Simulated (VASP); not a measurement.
**W: single point with PBEsol**

System: W, a slab with vacuum.

```
W
1.0
     2.73136    0.00000    0.00000
    -0.91045    2.57515    0.00000
     0.00000    0.00000   24.92060
W
5
Direct
  0.00000 0.00000 0.32102
  0.50000 0.50000 0.41051
  0.00000 0.00000 0.50000
  0.50000 0.50000 0.58949
  0.00000 0.00000 0.67898
```

```yaml
Program: VASP 6.6.1
Task: single point
Functional: PBEsol
Potentials_or_basis: VASP PAW PBE potentials, release 64 (W_sv)
Cutoff: 520 eV
k_mesh: 14 × 14 × 1
Occupations: fermi-dirac, width 0.1 eV
Spin: no spin polarisation
```

The largest force is 0.668 eV/Å and the band gap on the k mesh is zero (bands 35 and 36 overlap by 1.95 eV).

Forces in eV/Å, atoms in the order of the input:
```
W    0.000  0.000  0.633
W    0.000  0.000 -0.668
W    0.000  0.000  0.000
W    0.000  0.000  0.668
W    0.000  0.000 -0.633
```

Levels at points of the mesh, in eV from the Fermi level:
| k point | band 31 | band 32 | band 33 | band 34 | band 35 | band 36 | band 37 | band 38 | band 39 | band 40 |
| --- | --- | --- | --- | --- | --- | --- | --- | --- | --- | --- |
| (0.00, 0.00, 0.00) | -1.49 | -1.42 | -1.33 | -1.30 | -0.91 | -0.20 | 0.21 | 0.57 | 1.60 | 1.76 |
| (0.50, 0.00, 0.00) | -1.85 | -1.18 | -0.67 | 0.57 | 1.21 | 1.80 | 1.84 | 1.94 | 2.26 | 2.30 |
| (0.50, 0.50, 0.00) | -1.54 | -0.29 | 0.40 | 0.59 | 0.88 | 1.65 | 1.87 | 1.89 | 1.94 | 4.00 |

Run time: 4.9 min on 1 thread of AMD EPYC 9R45 96-Core Processor (Zen 5), with other jobs on the host, peak memory 0.41 GiB.

Caveat: the PAW data sets were made with another functional, which shifts forces and pressure a little; spin-orbit coupling is left out, which moves the levels of the heavy elements.
